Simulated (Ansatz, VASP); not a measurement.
**MgSe5: VASP beside Ansatz**

```
Mg Se
1.0
     4.95381    0.00000    0.00000
    -2.47690    4.29012    0.00000
     0.00000    0.00000    9.80452
Mg Se
1 5
Direct
  0.00000 0.00000 0.50000
  0.33333 0.66667 0.00000
  0.66667 0.33333 0.00000
  0.00000 0.00000 0.00000
  0.00000 0.00000 0.73994
  0.00000 0.00000 0.26006
```

Alike in both runs: functional PBE; k mesh 6 × 6 × 2; occupations gaussian, width 0.1 eV; no spin polarisation.

Ansatz relaxed the structure, and its values are those at the end. VASP's run is a single point on that final structure, the one shown.

```csv
,VASP,Ansatz
version,VASP 6.6.1,Ansatz 0.2.0
potentials or method,"VASP PAW PBE potentials, release 64 (Mg, Se), cutoff 520 eV","scalar-relativistic, plane waves, PAW"
valence electrons in the cell,32,90
```

```csv
,VASP,Ansatz,Ansatz less VASP
gap on the k mesh at the Fermi level (eV),none,none,-
pressure (GPa),0.0,0.0,-0.01
```

A gap of «none» marks a metal or a gap that the smearing closes. The functional is the same, so the differences come from potentials, cutoffs and numerics. VASP's potentials hold 32 valence electrons a cell and Ansatz's 90, so a difference there can come from the potentials and not from the codes.
